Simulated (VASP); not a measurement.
Write the native input for VASP 6.6.1 that does the following.

* Task: single point
* Functional: PBE
* Potentials or basis: VASP PAW PBE potentials, release 64 (In_d, W_sv)
* Cutoff: 520 eV
* k mesh: 18 × 18 × 18
* Occupations: gaussian, width 0.1 eV
* Spin: no spin polarisation
* Dipole correction: no
* Further INCAR settings: ALGO = Fast; EDIFF = 1e-07; NBANDS = 27

The structure of In2W lies in POSCAR:

```
In2W
1.0
   -1.7569923534      1.7569923534      4.8848023711
    1.7569923534     -1.7569923534      4.8848023711
    1.7569923534      1.7569923534     -4.8848023711
In W
2 1
Direct
    0.6552185698      0.6552185698      0.0000000000
    0.3447814302      0.3447814302      0.0000000000
    0.0000000000      0.0000000000      0.0000000000
```

These files were run (other wordings do the same):

INCAR

```
PREC = Accurate ; ENCUT = 520
EDIFF = 1E-7 ; ISMEAR = 0
SIGMA = 0.1 ; LREAL = F
LASPH = T ; NELM = 80
ALGO = Fast ; ISIF = 2
LWAVE = F ; LCHARG = F
GGA = PE ; NBANDS = 27
```

KPOINTS

```
Automatic mesh
0
Gamma
  18 18 18
```

Potentials or basis: VASP PAW PBE potentials, release 64 (In_d, W_sv).

Launch:

```bash
$ cat potpaw_PBE.64/In_d/POTCAR potpaw_PBE.64/W_sv/POTCAR > POTCAR
$ mpirun -np 1 vasp_std > vasp.out
```

Results of the run:

| Property | Result |
| --- | --- |
| Pressure | 0.1 GPa |
| Largest force | 0.005 eV/Å |
| Band gap on the k mesh | zero (bands 20 and 21 overlap by 0.82 eV) |

Caveat: spin-orbit coupling is left out, which moves the levels of the heavy elements.

It took 24 min on 1 thread of AMD EPYC 9R45 96-Core Processor (Zen 5), with other jobs on the host, peak memory 0.78 GiB.
